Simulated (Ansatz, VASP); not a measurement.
## Two plane-wave programs on EuS

```xyz
2
Lattice="0.0000 2.9367 2.9367 2.9367 0.0000 2.9367 2.9367 2.9367 0.0000" Properties=species:S:1:pos:R:3 pbc="T T T"
Eu    0.0000    0.0000    0.0000
S     2.9367    2.9367    2.9367
```

Alike in both runs: task electric field gradients; functional r2SCAN; k mesh 10 × 10 × 10; occupations gaussian, width 0.05 eV; collinear spin.

|  | VASP | Ansatz |
| --- | --- | --- |
| version | VASP 6.6.1 | Ansatz 0.2.0 |
| potentials or method | VASP PAW PBE potentials, release 64 (Eu, S), cutoff 800 eV | scalar-relativistic, plane waves, PAW |
| valence electrons in the cell | 23 | 23 |

```csv
,VASP,Ansatz,Ansatz less VASP
gap on the k mesh at the Fermi level (eV),none,none,-
pressure (GPa),-0.4,0.0,+0.41
net moment per atom (μB),3.50,3.50,+0.001
size of the moment on the site where the two differ most (μB),6.52,6.79,+0.268
```

VASP's potentials were made for PBE, not for r2SCAN. Site moments also hang on the region over which each program counts them. A gap of «none» marks a metal or a gap that the smearing closes. Ansatz's warnings: stability check not made.

Neither program's run includes spin-orbit coupling.
